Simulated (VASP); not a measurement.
A run of VASP 6.6.1 is set up as follows.

INCAR

```
PREC = Accurate
ENCUT = 500
EDIFF = 1E-8
ISMEAR = -1
SIGMA = 0.05
LREAL = False
LASPH = True
NELM = 120
ALGO = Normal
ISIF = 3
LWAVE = False
LCHARG = False
GGA = PE
NBANDS = 25
IBRION = 6
NFREE = 2
POTIM = 0.015
NSW = 1
GGA_COMPAT = False
```

File KPOINTS:

```
regular mesh
0
Gamma
  5 5 7
```

File POSCAR:

```
Ti
1.0
    4.5673748306      0.0000000000      0.0000000000
   -2.2836874153      3.9554626319      0.0000000000
    0.0000000000      0.0000000000      2.8262442700
Ti
3
Direct
    0.6666666667      0.3333333333      0.5000000000
    0.3333333333      0.6666666667      0.5000000000
    0.0000000000      0.0000000000      0.0000000000
```

Potentials or basis: VASP PAW PBE potentials, release 64 (Ti_sv).

The run is started by

```console
$ cat potpaw_PBE.64/Ti_sv/POTCAR > POTCAR
$ mpirun -np 1 vasp_std > vasp.out
```

Q: Predict the Voigt bulk modulus.

A: 113 GPa.

Q: Estimate the highest phonon frequency at Γ.

A: 222 cm⁻¹.

Elastic tensor in Voigt notation (GPa, in the Cartesian axes of the cell as first typed):
```
180  94  55   0   0   0
 94 180  55   0   0   0
 55  55 248   0   0   0
  0   0   0  54   0   0
  0   0   0   0  54   0
  0   0   0   0   0  43
```
